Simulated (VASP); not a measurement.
# BN (R3m) in VASP: notebook

Runs on BN. Level: PBE. Tasks: single point.

Everything below comes from runs of VASP 6.6.1. Logs are shortened: lines on timing, memory, paths and dates and some standing lists are left out, and cuts for length are marked.

**1. The cell of the first run**

The structure is trigonal, space group R3m (No. 160). The conventional cell has a = 2.359 Å, b = 2.359 Å, c = 6.519 Å, α = 90.00°, β = 90.00°, γ = 120.00°. B (site symmetry 3m) has 4 N at 1.47 to 1.63 Å within 2.0 Å. N (site symmetry 3m) has 4 B at 1.47 to 1.63 Å within 2.0 Å.

**2. Single point, PBE (5.24 Å³/atom)**

Contents of INCAR:

```
  PREC = Accurate
  ENCUT = 600
  EDIFF = 1E-6
  ISMEAR = 0
  SIGMA = 0.05
  LREAL = False
  LASPH = True
  NELM = 120
  ALGO = Normal
  ISIF = 2
  LWAVE = False
  LCHARG = False
  GGA = PE
  NBANDS = 11
  GGA_COMPAT = False
```

Contents of KPOINTS:

```
regular mesh
0
Gamma
  12 12 12
```

Contents of POSCAR:

```
BN
1.0
    0.0000000000      1.6680325229      1.6680325229
    1.6680325229      0.0000000000      1.6680325229
    1.8105937026      1.8105937026     -0.1425611796
B N
1 1
Direct
    0.0000000000      0.0000000000      0.0000000000
    0.7500000000      0.7500000000      0.7500000000
```

Potentials or basis: VASP PAW PBE potentials, release 64 (B, N).

Command:

```console
$ cat potpaw_PBE.64/B/POTCAR potpaw_PBE.64/N/POTCAR > POTCAR
$ mpirun -np 1 vasp_std > vasp.out
```

OUTCAR:

```text
PREC = Accurate
   ENCUT = 600
   EDIFF = 1E-6
   ISMEAR = 0
   LREAL = False
   LASPH = True
   NELM = 120
   ISIF = 2
   GGA = PE

 ion  position               nearest neighbor table
   1  0.000  0.000  0.000-   2 1.47   2 1.47   2 1.47   2 1.63
   2  0.750  0.750  0.750-   1 1.47   1 1.47   1 1.47   1 1.63

  LATTYP: Found a trigonal (rhomboedric) cell.
 ALAT       =     2.5645316924
 COS(alpha) =     0.5769488427

  Lattice vectors:

 A1 = (   1.8105937026,   0.1425611797,  -1.8105937025)
 A2 = (   0.1425611797,   1.8105937026,  -1.8105937025)
 A3 = (   1.8105937026,   1.8105937026,  -0.1425611796)

Analysis of symmetry for initial positions (statically):
=====================================================================
 Subroutine PRICEL returns:
 Original cell was already a primitive cell.

 Routine SETGRP: Setting up the symmetry group for a
 trigonal (rhombohedral) supercell.

 Subroutine GETGRP returns: Found  6 space group operations
 (whereof  6 operations were pure point group operations)
 out of a pool of 12 trial point group operations.

The static configuration has the point symmetry C_3v.

Analysis of symmetry for dynamics (positions and initial velocities):
=====================================================================
 Subroutine PRICEL returns:
 Original cell was already a primitive cell.

 Routine SETGRP: Setting up the symmetry group for a
 trigonal (rhombohedral) supercell.

 Subroutine GETGRP returns: Found  6 space group operations
 (whereof  6 operations were pure point group operations)
 out of a pool of 12 trial point group operations.

The dynamic configuration has the point symmetry C_3v.

 Subroutine INISYM returns: Found  6 space group operations
 (whereof  6 operations are pure point group operations),
 and found     1 'primitive' translations

----------------------------------------------------------------------------------------

                                     Primitive cell

  volume of cell :      10.4720

  direct lattice vectors                    reciprocal lattice vectors
     0.000000000  1.668032523  1.668032523    -0.288400418  0.311108276  0.288400418
     1.668032523  0.000000000  1.668032523     0.311108276 -0.288400418  0.288400418
     1.810593703  1.810593703 -0.142561180     0.265692561  0.265692561 -0.265692561

  length of vectors
     2.358954216  2.358954216  2.564531692     0.512969748  0.512969748  0.460193015

  position of ions in fractional coordinates (direct lattice)
     0.000000000  0.000000000  0.000000000
     0.750000000  0.750000000  0.750000000
[... 81 lines left out ...]
   IBRION =     -1    ionic relax: 0-MD 1-quasi-New 2-CG
   NFREE  =      0    steps in history (QN), initial steepest desc. (CG)
   ISIF   =      2    stress and relaxation
   ISYM   =      2    0-nonsym 1-usesym 2-fastsym
   POTIM  = 0.5000    time-step for ionic-motion
   TEBEG  =    0.0;   TEEND  =   0.0 temperature during run
   PSTRESS=    0.0 pullay stress
   NELECT =       8.0000    total number of electrons
   NUPDOWN=      -1.0000    fix difference up-down
   EMIN   =  10.00;   EMAX   =-10.00  energy-range for DOS
   EFERMI =   0.00;   METHOD = LEGACY
   ISMEAR =     0;   SIGMA  =   0.05  broadening in eV -4-tet -1-fermi 0-gaus
   EFERMI_NEDOS =   21; number of points for ismear=-14 and -15
   IALGO  =     38    algorithm
   IMIX   =      4    mixing-type and parameters
     AMIX     =   0.40;   BMIX     =  1.00
     AMIX_MAG =   1.60;   BMIX_MAG =  1.00
  volume/ion in A,a.u.               =       5.24        35.33
  Fermi-wavevector in a.u.,A,eV,Ry     =   1.496563  2.828094 30.472972  2.239700
  Thomas-Fermi vector in A             =   2.608563
   LORBIT       =      0    0 simple, 1 ext, 2 COOP (PROOUT), +10 PAW based schemes
   GGA     = PE    functional components
   LHFCALC =     F    Hartree Fock is set to
   AEXX    =    0.0000 exact exchange contribution
   IVDW    =     0    specifies the selected vdW correction
   LEPSILON=     F    determine dielectric tensor
   LRPA    =     F    only Hartree local field effects (RPA)
 non-spin polarized calculation
 Gauss-broadening in eV      SIGMA  =   0.05
  energy-cutoff  :      600.00
  volume of cell :       10.47
 maximum number of plane-waves:       362
   NGX =  9   NGY =  9   NGZ = 11

 number of electron       8.0000000 magnetization

 Free energy of the ion-electron system (eV)
  ---------------------------------------------------
  ext. energy  EPLUGINS =         0.00000000
  ---------------------------------------------------
  free energy    TOTEN  =       -16.82863894 eV

  energy without entropy =      -16.82863894  energy(sigma->0) =      -16.82863894

 E-fermi :   9.6549     XC(G=0): -13.4197

 val. band max:        9.2814656188   @ k =   0.0000   0.0000   0.0000
 cond. band min:      13.1993369764   @ k =   0.5000   0.5000   0.0000
 fundamental gap:      3.9178713576
 Fermi energy:         9.6549488801

 k-point     1 :       0.0000    0.0000    0.0000
  band No.  band energies     occupation
      1     -12.7584      2.00000
      2       8.2288      2.00000
      3       9.2815      2.00000
      4       9.2815      2.00000
      5      14.8025      0.00000
      6      19.6163      0.00000
      7      19.6163      0.00000
      8      22.9432      0.00000
      9      35.7621      0.00000
     10      38.4515      0.00000
     11      38.5201      0.00000
[... 309 lines left out ...]
 k-point    24 :      -0.4167    0.1667   -0.0000
  band No.  band energies     occupation
      1      -7.1335      2.00000
      2      -2.0494      2.00000
      3       4.2647      2.00000
      4       5.7644      2.00000
      5      17.9038      0.00000
      6      20.4774      0.00000
      7      23.1102      0.00000
      8      26.9897      0.00000
      9      31.7531      0.00000
     10      35.3490      0.00000
     11      38.4025      0.00000

 [... further k-points ...]
[... 5 lines left out ...]
  --------------------------------------------------------------------------------------
  -------------------------------------------------------------------------------------
  Total        4.5104243      4.5104243      4.5104243     -3.0487557      3.0487557      3.0487557
  in kB      690.0782581    690.0782581    690.0782581   -466.4483645    466.4483645    466.4483645
  external PRESSURE =     690.0782581 kB  Pullay stress =       0.0000000 kB

 VOLUME and BASIS-vectors are now :
 -----------------------------------------------------------------------------
  energy-cutoff  :      600.00
  volume of cell :       10.47
      direct lattice vectors                 reciprocal lattice vectors
     0.000000000  1.668032523  1.668032523    -0.288400418  0.311108276  0.288400418
     1.668032523  0.000000000  1.668032523     0.311108276 -0.288400418  0.288400418
     1.810593703  1.810593703 -0.142561180     0.265692561  0.265692561 -0.265692561

 POSITION                                       TOTAL-FORCE (eV/Angst)
 -----------------------------------------------------------------------------------
      0.00000      0.00000      0.00000         0.243480      0.243480     -0.243480
      2.60897      2.60897      2.39513        -0.243480     -0.243480      0.243480
 -----------------------------------------------------------------------------------
    total drift:                               -0.000030     -0.000030      0.000031

  FREE ENERGIE OF THE ION-ELECTRON SYSTEM (eV)
  ---------------------------------------------------
  free  energy   TOTEN  =       -16.8286389403 eV

  energy  without entropy=      -16.8286389403  energy(sigma->0) =      -16.82863894
```

stdout:

```text
POSCAR found type information on POSCAR B N
 POSCAR found :  2 types and       2 ions
 scaLAPACK will be used
 LDA part: xc-table for (Slater+PW92), standard interpolation
 POSCAR, INCAR and KPOINTS ok, starting setup
 FFT: planning ... GRIDC
 FFT: planning ... GRID_SOFT
 FFT: planning ... GRID
 WAVECAR not read
 entering main loop
```

Run time: 9.4 s. Hardware: 1 thread of Intel Xeon 6975P-C (Granite Rapids), shared host; peak memory 0.14 GiB.

Results:

- Free energy: -16.8286 eV
- Pressure: 69.0 GPa
- Largest force: 0.422 eV/Å
- Band gap on the k mesh: 3.92 eV (least direct gap 5.52 eV)

Forces on the atoms (eV/Å):
```
B    0.243  0.243 -0.243
N   -0.243 -0.243  0.243
```

Caveat: the cell stands under pressure.

**3. Single point, PBE (5.24 Å³/atom)**

Contents of INCAR:

```
ALGO = Normal
EDIFF = 1E-6
ENCUT = 600
GGA = PE
GGA_COMPAT = F
ISIF = 2
ISMEAR = 0
LASPH = T
LCHARG = T
LELF = T
LREAL = F
LVHAR = T
LWAVE = F
NBANDS = 11
NELM = 120
PREC = Accurate
SIGMA = 0.05
```

Contents of KPOINTS:

```
k-points
0
Gamma
  12 12 12
```

Contents of POSCAR:

```
BN
1.0
    0.0000000000      1.8076872582      1.8076872582
    1.8076872582      0.0000000000      1.8076872582
    1.6707850765      1.6707850765      0.1369021817
B N
1 1
Direct
    0.0000000000      0.0000000000      0.0000000000
    0.7500000000      0.7500000000      0.7500000000
```

Potentials or basis: VASP PAW PBE potentials, release 64 (B, N).

Command:

```console
$ cat potpaw_PBE.64/B/POTCAR potpaw_PBE.64/N/POTCAR > POTCAR
$ mpirun -np 1 vasp_std > vasp.out
```

Run time: 10 s. Hardware: 1 thread of Intel Xeon 6975P-C (Granite Rapids), shared host; peak memory 0.13 GiB.

It converged, with:

```
Free energy            : -16.7940 eV
Pressure               : 70.2 GPa
Largest force          : 2.160 eV/Å
Band gap on the k mesh : 4.13 eV (least direct gap 8.21 eV)
```

Forces on the atoms (eV/Å):
```
B   -1.247 -1.247  1.247
N    1.247  1.247 -1.247
```

Stress tensor (GPa, compression positive):
```
 70.19  53.22 -53.22
 53.22  70.19 -53.22
-53.22 -53.22  70.19
```

Levels at points of the mesh, in eV from the valence-band top:
```
           k point  band 1  band 2  band 3  band 4  band 5  band 6  band 7  band 8
(0.00, 0.00, 0.00)  -21.76   -0.16   -0.16    0.00    8.21    8.21    9.11   15.37
(0.50, 0.00, 0.00)  -17.32  -12.05   -2.00   -1.66   10.39   11.13   14.19   16.83
(0.50, 0.50, 0.00)  -15.44   -9.81   -6.44   -4.52    4.13   10.51   18.56   19.52
(0.00, 0.00, 0.50)  -15.90  -11.32   -3.27   -3.27    9.46   10.25   10.25   15.98
```

Caveat: the cell stands under pressure; forces of over 1 eV/Å act on the atoms, so gaps and moduli don't describe the material at rest.
